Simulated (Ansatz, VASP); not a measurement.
**One calculation of K, two programs**

INCAR

```
PREC = Accurate ; ENCUT = 520
EDIFF = 1E-7 ; ISMEAR = 0
SIGMA = 0.1 ; LREAL = F
LASPH = T ; NELM = 60
ALGO = Normal ; ISIF = 2
LWAVE = F ; LCHARG = T
GGA = PE ; LELF = T
LVHAR = T ; NBANDS = 20
```

KPOINTS

```
Automatic mesh
0
Gamma
  4 4 4
```

POSCAR

```
K
1.0
   -3.6761753600      3.6761753600      3.6761753600
    3.6761753600     -3.6761753600      3.6761753600
    3.6761753600      3.6761753600     -3.6761753600
K
3
Direct
    0.0000000000      0.5000000000      0.5000000000
    0.5000000000      0.0000000000      0.5000000000
    0.5000000000      0.5000000000      0.0000000000
```

Input for Ansatz:

```yaml
crystal:
  lattice:
    - [-3.67617536, 3.67617536, 3.67617536]
    - [3.67617536, -3.67617536, 3.67617536]
    - [3.67617536, 3.67617536, -3.67617536]
  atoms:
    - { symbol: K, position: [0.0, 0.5, 0.5] }
    - { symbol: K, position: [0.5, 0.0, 0.5] }
    - { symbol: K, position: [0.5, 0.5, 0.0] }
basis:
  ecutwfc: 420
kpoints:
  mp_grid: { grid: [4, 4, 4] }
hamiltonian:
  xc: pbe
scf:
  occupations: { method: gaussian, width: 0.1 }
  lower_state_search: "off"
output:
  forces: true
  stress: true
  eigenvalues: true
```

Alike in both runs: task single point; functional PBE; k mesh 4 × 4 × 4; occupations gaussian, width 0.1 eV; no spin polarisation.

|  | VASP | Ansatz |
| --- | --- | --- |
| version | VASP 6.6.1 | Ansatz 0.2.0 |
| potentials or method | VASP PAW PBE potentials, release 64 (K_sv), cutoff 520 eV | scalar-relativistic, plane waves, PAW |
| valence electrons in the cell | 27 | 27 |

|  | VASP | Ansatz | Ansatz less VASP |
| --- | --- | --- | --- |
| gap on the k mesh at the Fermi level (eV) | none | none | - |
| pressure (GPa) | 1.3 | 1.3 | +0.01 |

A gap of «none» marks a metal or a gap that the smearing closes.
